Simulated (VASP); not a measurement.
# H3C2N in VASP: notebook

The runs below take H3C2N through single point, with PBE+D3(BJ).

Program: VASP 6.6.1. These are calculated values, not measurements. Logs are shortened: lines on timing, memory, paths and dates and some standing lists are left out, and cuts for length are marked.

### 1 The cell of the first run

The cell holds an amorphous packing of atoms, 36 atoms: a = 8.052 Å, b = 8.052 Å, c = 8.052 Å, α = 90.00°, β = 90.00°, γ = 90.00°.

### 2 Single point, PBE+D3(BJ)

INCAR

```
SYSTEM = H3C2N
PREC = Accurate ; ENCUT = 520
EDIFF = 1E-6 ; ISMEAR = -1
SIGMA = 0.02 ; LREAL = Auto
LASPH = .True. ; NELM = 60
ALGO = Normal ; ISIF = 2
LWAVE = .False. ; LCHARG = .False.
GGA = PE ; IVDW = 12
NBANDS = 72
```

KPOINTS

```
regular mesh
0
Gamma
  1 1 1
  0 0 0
```

POSCAR

```
H3C2N
1.0
    8.0517480000      0.0000000000      0.0000000000
    0.0000000000      8.0517480000      0.0000000000
    0.0000000000      0.0000000000      8.0517480000
C N H
12 6 18
Direct
    0.3292204376      0.2866334118      0.4847643021
    0.3776074462      0.3579346994      0.6477102860
    0.3565312774      0.7169374898      0.4502997362
    0.3529668340      0.8525974732      0.3228243109
    0.8603846022      0.0110907594      0.1868786753
    0.8651413333      0.1178253467      0.3266247279
    0.7504209024      0.5354862075      0.3178937046
    0.9171921426      0.5401187419      0.2389543240
    0.3126153476      0.7624058776      0.8716119779
    0.4824542447      0.7517746457      0.9063870355
    0.8205671613      0.4113640914      0.8282425133
    0.9000654268      0.5420189504      0.7338158124
    0.4227777620      0.4056386265      0.7791848428
    0.3302636893      0.9457822078      0.2110721796
    0.8771759871      0.1764461580      0.4564102106
    1.0496851119      0.5565126976      0.1738131894
    0.6175305039      0.7416650397      0.9611329118
    0.9537183727      0.6555843526      0.6601051101
    0.2895892917      0.4023970944      0.4178595753
    0.4233863256      0.2138914432      0.4367623030
    0.2166237691      0.2155556781      0.5049959338
    0.2745490793      0.7489926411      0.5624120377
    0.3124663117      0.6069241114      0.3962990397
    0.4809887244      0.7003075605      0.5071942142
    0.7337412944      0.0105567139      0.1263576555
    0.9503153849      0.0528456678      0.0955693099
    0.8905643843     -0.1160120759      0.2368057222
    0.7638217192      0.6074457372      0.4350732288
    0.6499582451      0.5831777150      0.2405316212
    0.7155092286      0.4139846404      0.3593008624
    0.2712951275      0.6373647064      0.8107183682
    0.2404571032      0.7840036722      0.9778497787
    0.2862980809      0.8533799120      0.7771604377
    0.7756079798      0.3166393186      0.7457386893
    0.9207565860      0.3824262756      0.9143480397
    0.7407087256      0.4750024467      0.9250041109
```

Potentials or basis: VASP PAW PBE potentials, release 64 (C, N, H).

On the command line:

```bash
$ cat potpaw_PBE.64/C/POTCAR potpaw_PBE.64/N/POTCAR potpaw_PBE.64/H/POTCAR > POTCAR
$ mpirun -np 1 vasp_gam > vasp.out
```

OUTCAR:

```text
SYSTEM = H3C2N
   PREC = Accurate
   ENCUT = 520
   EDIFF = 1E-6
   ISMEAR = -1
   LREAL = Auto
   LASPH = .True.
   NELM = 60
   ISIF = 2
   GGA = PE
   IVDW = 12
 IVDW          = 12

 ion  position               nearest neighbor table
   1  0.329  0.287  0.485-  20 1.03  21 1.08  19 1.12   2 1.48
   2  0.378  0.358  0.648-  13 1.18   1 1.48
   3  0.357  0.717  0.450-  23 1.05  24 1.11  22 1.15   4 1.50
   4  0.353  0.853  0.323-  14 1.19   3 1.50
   5  0.860  0.011  0.187-  26 1.09  27 1.13  25 1.13   6 1.42
   6  0.865  0.118  0.327-  15 1.15   5 1.42
   7  0.750  0.535  0.318-  30 1.07  29 1.09  28 1.11   8 1.49
   8  0.917  0.540  0.239-  16 1.20   7 1.49
   9  0.313  0.762  0.872-  32 1.05  33 1.08  31 1.17  10 1.40
  10  0.482  0.752  0.906-  17 1.18   9 1.40
  11  0.821  0.411  0.828-  34 1.07  35 1.09  36 1.13  12 1.45
  12  0.900  0.542  0.734-  18 1.17  11 1.45
  13  0.423  0.406  0.779-   2 1.18
  14  0.330  0.946  0.211-   4 1.19
  15  0.877  0.176  0.456-   6 1.15
  16  0.050  0.557  0.174-   8 1.20
  17  0.618  0.742  0.961-  10 1.18
  18  0.954  0.656  0.660-  12 1.17
[... 16 lines left out ...]
  35  0.921  0.382  0.914-  11 1.09
  36  0.741  0.475  0.925-  11 1.13

  LATTYP: Found a simple cubic cell.
 ALAT       =     8.0517480000

  Lattice vectors:

 A1 = (   8.0517480000,   0.0000000000,   0.0000000000)
 A2 = (   0.0000000000,   8.0517480000,   0.0000000000)
 A3 = (   0.0000000000,   0.0000000000,   8.0517480000)

Analysis of symmetry for initial positions (statically):
=====================================================================
 Subroutine PRICEL returns:
 Original cell was already a primitive cell.

 Routine SETGRP: Setting up the symmetry group for a
 simple cubic supercell.

 Subroutine GETGRP returns: Found  1 space group operations
 (whereof  1 operations were pure point group operations)
 out of a pool of 48 trial point group operations.

The static configuration has the point symmetry C_1 .

Analysis of symmetry for dynamics (positions and initial velocities):
=====================================================================
 Subroutine PRICEL returns:
 Original cell was already a primitive cell.

 Routine SETGRP: Setting up the symmetry group for a
 simple cubic supercell.

 Subroutine GETGRP returns: Found  1 space group operations
 (whereof  1 operations were pure point group operations)
 out of a pool of 48 trial point group operations.

The dynamic configuration has the point symmetry C_1 .

 Subroutine INISYM returns: Found  1 space group operations
 (whereof  1 operations are pure point group operations),
 and found     1 'primitive' translations

----------------------------------------------------------------------------------------

                                     Primitive cell

  volume of cell :     522.0000

  direct lattice vectors                    reciprocal lattice vectors
     8.051748000  0.000000000  0.000000000     0.124196634  0.000000000  0.000000000
     0.000000000  8.051748000  0.000000000     0.000000000  0.124196634  0.000000000
     0.000000000  0.000000000  8.051748000     0.000000000  0.000000000  0.124196634

  length of vectors
     8.051748000  8.051748000  8.051748000     0.124196634  0.124196634  0.124196634

  position of ions in fractional coordinates (direct lattice)
     0.329220438  0.286633412  0.484764302
     0.377607446  0.357934699  0.647710286
     0.356531277  0.716937490  0.450299736
     0.352966834  0.852597473  0.322824311
     0.860384602  0.011090759  0.186878675
     0.865141333  0.117825347  0.326624728
[... 28 lines left out ...]
     0.920756586  0.382426276  0.914348040
     0.740708726  0.475002447  0.925004111

  ion indices of the primitive-cell ions
   primitive index   ion index
                 1           1
                 2           2
                 3           3
                 4           4
                 5           5
                 6           6
[... 28 lines left out ...]
                35          35
                36          36

----------------------------------------------------------------------------------------

 KPOINTS: regular mesh

Automatic generation of k-mesh.
 Grid dimensions read from file:
 generate k-points for:    1    1    1

 Generating k-lattice:

  Cartesian coordinates                     Fractional coordinates (reciprocal lattice)
     0.124196634  0.000000000  0.000000000     1.000000000  0.000000000  0.000000000
     0.000000000  0.124196634  0.000000000     0.000000000  1.000000000  0.000000000
     0.000000000  0.000000000  0.124196634     0.000000000  0.000000000  1.000000000

  Length of vectors
     0.124196634  0.124196634  0.124196634

  Shift w.r.t. Gamma in fractional coordinates (k-lattice)
     0.000000000  0.000000000  0.000000000

 Subroutine IBZKPT returns following result:
 ===========================================

 Found      1 irreducible k-points:

 Following reciprocal coordinates:
            Coordinates               Weight
  0.000000  0.000000  0.000000      1.000000
   k-points           NKPTS =      1   k-points in BZ     NKDIM =      1   number of bands    NBANDS=     72
   number of dos      NEDOS =    301   number of ions     NIONS =     36
   total plane-waves  NPLWV = 216000
   dimension x,y,z NGX =    60 NGY =   60 NGZ =   60
   dimension x,y,z NGXF=   120 NGYF=  120 NGZF=  120
   ions per type =              12   6  18
   NGX,Y,Z   is equivalent  to a cutoff of  12.39, 12.39, 12.39 a.u.
   NGXF,Y,Z  is equivalent  to a cutoff of  24.78, 24.78, 24.78 a.u.
 SYSTEM =  H3C2N
   PREC   = accura    normal or accurate (medium, high low for compatibility)
   ISTART =      0    job   : 0-new  1-cont  2-samecut
   ICHARG =      2    charge: 1-file 2-atom 10-const
   ISPIN  =      1    spin polarized calculation?
   LNONCOLLINEAR =      F non collinear calculations
   LSORBIT =      F    spin-orbit coupling
   LASPH  =      T    aspherical Exc in radial PAW
   ENCUT  =  520.0 eV  38.22 Ry    6.18 a.u.  14.97 14.97 14.97*2*pi/ulx,y,z
   NELM   =     60;   NELMIN=  2; NELMDL= -5     # of ELM steps
   EDIFF  = 0.1E-05   stopping-criterion for ELM
   LREAL  =      T    real-space projection
   EDIFFG = 0.1E-04   stopping-criterion for IOM
   NSW    =      0    number of steps for IOM
   IBRION =     -1    ionic relax: 0-MD 1-quasi-New 2-CG
   NFREE  =      0    steps in history (QN), initial steepest desc. (CG)
   ISIF   =      2    stress and relaxation
   ISYM   =      2    0-nonsym 1-usesym 2-fastsym
   POTIM  = 0.5000    time-step for ionic-motion
   TEBEG  =    0.0;   TEEND  =   0.0 temperature during run
   PSTRESS=    0.0 pullay stress
   NELECT =      96.0000    total number of electrons
   NUPDOWN=      -1.0000    fix difference up-down
   EMIN   =  10.00;   EMAX   =-10.00  energy-range for DOS
   EFERMI =   0.00;   METHOD = LEGACY
   ISMEAR =    -1;   SIGMA  =   0.02  broadening in eV -4-tet -1-fermi 0-gaus
   EFERMI_NEDOS =   21; number of points for ismear=-14 and -15
   IALGO  =     38    algorithm
   IMIX   =      4    mixing-type and parameters
     AMIX     =   0.40;   BMIX     =  1.00
     AMIX_MAG =   1.60;   BMIX_MAG =  1.00
  volume/ion in A,a.u.               =      14.50        97.85
  Fermi-wavevector in a.u.,A,eV,Ry     =   0.930983  1.759303 11.792568  0.866729
  Thomas-Fermi vector in A             =   2.057429
   LORBIT       =      0    0 simple, 1 ext, 2 COOP (PROOUT), +10 PAW based schemes
   GGA     = PE    functional components
   LHFCALC =     F    Hartree Fock is set to
   AEXX    =    0.0000 exact exchange contribution
   IVDW    =    12    specifies the selected vdW correction
   LEPSILON=     F    determine dielectric tensor
   LRPA    =     F    only Hartree local field effects (RPA)
 non-spin polarized calculation
  energy-cutoff  :      520.00
  volume of cell :      522.00
 maximum number of plane-waves:      6999
 NGX is ok and might be reduce to    60
   NGX = 29   NGY = 29   NGZ = 29

 number of electron      95.9999994 magnetization

 Free energy of the ion-electron system (eV)
  ---------------------------------------------------
  ext. energy  EPLUGINS =         0.00000000
  ---------------------------------------------------
  free energy    TOTEN  =      -219.67184231 eV

  energy without entropy =     -219.67184231  energy(sigma->0) =     -219.67184231

 E-fermi :  -3.8673     XC(G=0):  -6.1914

 val. band max:       -4.3986557012   @ k =   0.0000   0.0000   0.0000
 cond. band min:       1.5230375140   @ k =   0.0000   0.0000   0.0000
 fundamental gap:      5.9216932152
 Fermi energy:        -3.8672811937

 k-point     1 :       0.0000    0.0000    0.0000
  band No.  band energies     occupation
      1     -19.8753      2.00000
      2     -19.5924      2.00000
      3     -19.5413      2.00000
      4     -19.3789      2.00000
      5     -19.2676      2.00000
      6     -19.2144      2.00000
[... 52 lines left out ...]
     59       2.7891      0.00000
     60       2.9229      0.00000
 [bands above 60 left out]

------------------------ aborting loop because EDIFF is reached ----------------------------------------

 Edisp (eV)   -1.64125

 E8    (eV) :    -0.3941

  FORCE on cell =-STRESS in cart. coord.  units (eV):
  Direction    XX          YY          ZZ          XY          YZ          ZX
  --------------------------------------------------------------------------------------
  -------------------------------------------------------------------------------------
  Total      -3.77403     1.15935    -2.96206    -1.54832     3.31445    -0.22060
  in kB     -11.58365     3.55839    -9.09145    -4.75226    10.17307    -0.67709
  external pressure =       -5.71 kB  Pullay stress =        0.00 kB

 VOLUME and BASIS-vectors are now :
 -----------------------------------------------------------------------------
  energy-cutoff  :      520.00
  volume of cell :      522.00
      direct lattice vectors                 reciprocal lattice vectors
     8.051748000  0.000000000  0.000000000     0.124196634  0.000000000  0.000000000
     0.000000000  8.051748000  0.000000000     0.000000000  0.124196634  0.000000000
     0.000000000  0.000000000  8.051748000     0.000000000  0.000000000  0.124196634

 POSITION                                       TOTAL-FORCE (eV/Angst)
 -----------------------------------------------------------------------------------
      2.65080      2.30790      3.90320        -1.948921      2.995337      2.159360
      3.04040      2.88200      5.21520         0.792629     -0.412809      1.323047
      2.87070      5.77260      3.62570         0.365407      2.916499      1.396503
      2.84200      6.86490      2.59930        -0.689571     -0.046653     -0.668749
      6.92760      0.08930      1.50470        -1.044419     -0.895644     -0.696981
      6.96590      0.94870      2.62990         0.008542     -0.793885     -0.339309
[... 28 lines left out ...]
      7.41370      3.07920      7.36210         0.473980     -1.269625      0.015054
      5.96400      3.82460      7.44790        -0.415162     -0.537844     -1.330256
 -----------------------------------------------------------------------------------
    total drift:                               -0.018554      0.000448      0.010611

  FREE ENERGIE OF THE ION-ELECTRON SYSTEM (eV)
  ---------------------------------------------------
  free  energy   TOTEN  =      -221.3130949397 eV

  energy  without entropy=     -221.3130949397  energy(sigma->0) =     -221.31309494
```

Run time: 2.4 min. Hardware: 1 thread of AMD EPYC 7R13, shared host; peak memory 0.43 GiB.

Results:

- Free energy: -221.3131 eV
- Pressure: -0.6 GPa
- Largest force: 4.175 eV/Å
- Band gap on the k mesh: 5.92 eV
- Dispersion energy per atom: -0.046 eV

Forces on the atoms (eV/Å):
```
C   -1.949  2.995  2.159
C    0.793 -0.413  1.323
C    0.365  2.916  1.397
C   -0.690 -0.047 -0.669
C   -1.044 -0.896 -0.697
C    0.009 -0.794 -0.339
C    1.128  0.812  0.354
C    1.461  0.382 -1.147
C   -1.056 -2.235 -2.707
C    2.406 -0.052  1.592
C    0.902  1.997  1.474
C   -0.366  1.019 -0.601
N   -0.690 -0.625 -1.836
N    0.519 -1.050  1.899
N    0.047  1.251  1.651
N   -2.718 -0.462  1.470
N   -0.861  0.090 -0.689
N    0.055 -0.609  0.243
H    0.372 -1.246 -0.493
H    1.680 -1.031 -1.257
H   -0.372 -0.365 -0.084
H    0.457 -0.221 -1.423
H   -0.524 -1.153 -0.794
H   -0.215  0.029 -0.488
H    0.831 -0.165  0.409
H    0.350 -0.185 -0.340
H   -0.131  0.616 -0.684
H   -0.128  0.049 -0.402
H    0.211  0.336 -0.364
H    0.107 -0.970  0.050
H    0.423  1.437  1.001
H   -0.860  0.295  1.413
H   -0.163  0.760 -0.242
H   -0.407 -0.659  0.135
H    0.474 -1.270  0.015
H   -0.415 -0.538 -1.330
```

Caveat: the k points lie up to 0.78 Å⁻¹ apart.

### 3 Single point, PBE+D3(BJ)

INCAR

```
SYSTEM = H3C2N
ALGO = Normal
EDIFF = 1E-7
ENCUT = 520
GGA = PE
ISIF = 2
ISMEAR = -1
IVDW = 12
LASPH = .True.
LCHARG = .False.
LREAL = Auto
LWAVE = .False.
NBANDS = 72
NELM = 100
PREC = Accurate
SIGMA = 0.02
```

KPOINTS

```
k-points
0
Gamma
  1 1 1
  0 0 0
```

POSCAR

```
H3C2N
1.0
    8.0517480000      0.0000000000      0.0000000000
    0.0000000000      8.0517480000      0.0000000000
    0.0000000000      0.0000000000      8.0517480000
C N H
12 6 18
Direct
    0.3642687277      0.2494986182      0.4857578752
    0.4021487011      0.3530661913      0.6344585052
    0.3050269333      0.6880990314      0.5041762360
    0.3141802252      0.8257089020      0.3858044241
    0.8759588601     -0.0007575995      0.1804701290
    0.8809018861      0.0707051438      0.3395660172
    0.7316175320      0.4976931717      0.2728972640
    0.9079022344      0.5195145203      0.2298631303
    0.2942839244      0.7927967939      0.9226319552
    0.4696992504      0.7466453247      0.9330272135
    0.8377311361      0.3893688675      0.7919895158
    0.9177758668      0.5004627567      0.6761513152
    0.4217469300      0.4242929610      0.7568418684
    0.3171733641      0.9400194840      0.3014376506
    0.8623220697      0.1508368121      0.4586084910
    1.0452388724      0.5432112381      0.1983792836
    0.6119664947      0.7161053724      0.9495702051
    0.9662001344      0.6101283845      0.5974975869
    0.3262521380      0.3461235995      0.3830596785
    0.4446612090      0.1551340156      0.4360543822
    0.2514485053      0.1877977304      0.5140250291
    0.2429286162      0.7321764168      0.6176547006
    0.2224610110      0.5987022942      0.4444128157
    0.4324775192      0.6414631953      0.5440806145
    0.7407211453     -0.0080852009      0.1503524452
    0.9442173302      0.0773124047      0.0930853772
    0.9162482482     -0.1287049719      0.1780110356
    0.6864347965      0.6068371737      0.3300525550
    0.6606639949      0.4733878904      0.1590213703
    0.7465211281      0.4031671135      0.3661192576
    0.2321235091      0.6975131363      0.8425748049
    0.2379359116      0.8016768533      1.0392898536
    0.2867576084      0.9170555263      0.8821686918
    0.7585557819      0.3036483506      0.7289100454
    0.9381937934      0.3341510440      0.8706308245
    0.7448320539      0.4522372036      0.8690783666
```

Potentials or basis: VASP PAW PBE potentials, release 64 (C, N, H).

On the command line:

```bash
$ cat potpaw_PBE.64/C/POTCAR potpaw_PBE.64/N/POTCAR potpaw_PBE.64/H/POTCAR > POTCAR
$ mpirun -np 1 vasp_gam > vasp.out
```

Run time: 2.7 min. Hardware: 1 thread of AMD EPYC 7R13, shared host; peak memory 0.44 GiB.

The run converged. Its results:

```yaml
Free_energy: -221.4301 eV
Pressure: 1.3 GPa
Largest_force: 3.573 eV/Å
Band_gap_on_the_k_mesh: 6.16 eV
Dispersion_energy_per_atom: -0.046 eV
```

Forces on the atoms (eV/Å):
```
C   -0.771  3.448 -0.533
C    0.086 -2.529 -2.226
C    1.082  0.777 -0.247
C    0.113 -2.316  2.357
C   -1.085 -0.599 -0.916
C   -0.191  1.046  1.252
C    1.838 -0.402 -0.974
C   -2.143  0.445  0.087
C    1.144 -1.820 -1.296
C    1.182  0.023  0.735
C    0.768  0.095  0.741
C   -1.223 -0.255  1.141
N    0.198  0.827  1.447
N    0.059  1.969 -1.904
N    0.281 -0.184  0.307
N    1.786  0.073 -0.462
N   -1.476  0.362 -0.238
N    0.454  0.773 -0.859
H    0.650 -1.445  1.035
H    0.997  0.034  0.165
H   -1.260 -0.636  0.265
H    0.009 -0.033 -0.332
H    0.161 -0.485  0.201
H   -1.158  0.356 -0.710
H    0.488  0.169 -0.360
H    0.019 -0.100 -0.263
H    0.524 -0.463 -0.071
H   -0.441  1.247  0.552
H   -0.109 -0.395  0.323
H   -0.924 -0.959  0.383
H    0.014  0.749  0.466
H   -0.643 -0.532  1.892
H   -0.157  1.364 -1.218
H    0.098 -1.175 -0.617
H   -0.757 -0.129 -0.315
H    0.386  0.699  0.192
```

Stress tensor (GPa, compression positive):
```
-0.56  0.94 -1.14
 0.94  2.46 -0.17
-1.14 -0.17  2.03
```

Levels at points of the mesh, in eV from the valence-band top:
```csv
k point,band 46,band 47,band 48,band 49,band 50,band 51
"(0.00, 0.00, 0.00)",-0.21,-0.10,0.00,6.16,6.68,6.95
```

Caveat: the k points lie up to 0.78 Å⁻¹ apart.

[end of part 1 of 2]
